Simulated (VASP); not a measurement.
Here is a VASP 6.6.1 calculation.

File INCAR:

```
PREC     = Accurate       # precision mode
ENCUT    = 520            # plane-wave cutoff, eV
EDIFF    = 1E-6           # SCF threshold, eV
ISMEAR   = 0              # smearing method
SIGMA    = 0.05           # smearing width, eV
LREAL    = F              # projectors in reciprocal space
LASPH    = T              # aspherical terms in the spheres
NELM     = 80             # most SCF steps
ALGO     = Normal         # electronic algorithm
ISIF     = 2              # what is computed and relaxed
LWAVE    = F              # write WAVECAR
LCHARG   = F              # write CHGCAR
GGA      = PE             # functional
NBANDS   = 16             # bands
```

Contents of KPOINTS:

```
Automatic mesh
0
Gamma
  12 12 6
```

The input POSCAR:

```
BN
1.0
    2.5539396017      0.0000000000      0.0000000000
   -1.2769698009      2.2117765748      0.0000000000
    0.0000000000      0.0000000000      4.2268550000
B N
2 2
Direct
    0.6666666667      0.3333333333      0.9997240000
    0.3333333333      0.6666666667      0.4997240000
    0.7103386106      0.3653034152      0.6489342518
    0.3333333333      0.6666666667      0.1252760000
```

Potentials or basis: VASP PAW PBE potentials, release 64 (B, N).

Launch:

```sh
$ cat potpaw_PBE.64/B/POTCAR potpaw_PBE.64/N/POTCAR > POTCAR
$ mpirun -np 1 vasp_std > vasp.out
```

Question: Predict the pressure.

Answer: 2.9 GPa.

Question: Estimate the largest force.

Answer: 4.417 eV/Å.

Forces in eV/Å, atoms in the order of the input:
```
B    0.327  0.314  1.246
B    1.289  1.015  1.242
N   -1.644 -1.347 -3.871
N    0.028  0.018  1.383
```

Caveat: the cell differs from its parent crystal (atom 3 (N) moved by (+0.100, +0.100) A along [1 1 0] and z); forces of over 1 eV/Å act on the atoms, so gaps and moduli don't describe the material at rest.
